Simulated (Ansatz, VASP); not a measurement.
# CuF3: VASP beside Ansatz

```
CELL_PARAMETERS angstrom
3.78915 0.00000 0.00000
0.00000 3.78915 3.78915
0.00000 0.00000 7.57831
ATOMIC_POSITIONS crystal
Cu 0.00000 0.00000 0.00000
Cu 0.00000 0.00000 0.50000
F 0.50000 0.00000 0.00000
F 0.00000 0.00000 0.25000
F 0.00000 0.50000 0.75000
F 0.50000 0.00000 0.50000
F 0.00000 0.00000 0.75000
F 0.00000 0.50000 0.25000
```

Alike in both runs: task single point; functional PBE; k mesh 10 × 10 × 5; occupations gaussian, width 0.05 eV; collinear spin.

```csv
,VASP,Ansatz
version,VASP 6.6.1,Ansatz 0.2.0
potentials or method,"VASP PAW PBE potentials, release 64 (Cu, F), cutoff 520 eV","scalar-relativistic, plane waves, PAW"
valence electrons in the cell,64,80
```

|  | VASP | Ansatz | Ansatz less VASP |
| --- | --- | --- | --- |
| gap on the k mesh at the Fermi level (eV) | none | none | - |
| pressure (GPa) | 0.5 | 0.1 | -0.37 |
| net moment per atom (μB) | 0.00 | 0.00 | 0.000 |
| size of the moment on the site where the two differ most (μB) | 0.23 | 0.32 | +0.098 |

Site moments also hang on the region over which each program counts them. A gap of «none» marks a metal or a gap that the smearing closes. VASP's potentials hold 64 valence electrons a cell and Ansatz's 80, so a difference there can come from the potentials and not from the codes.
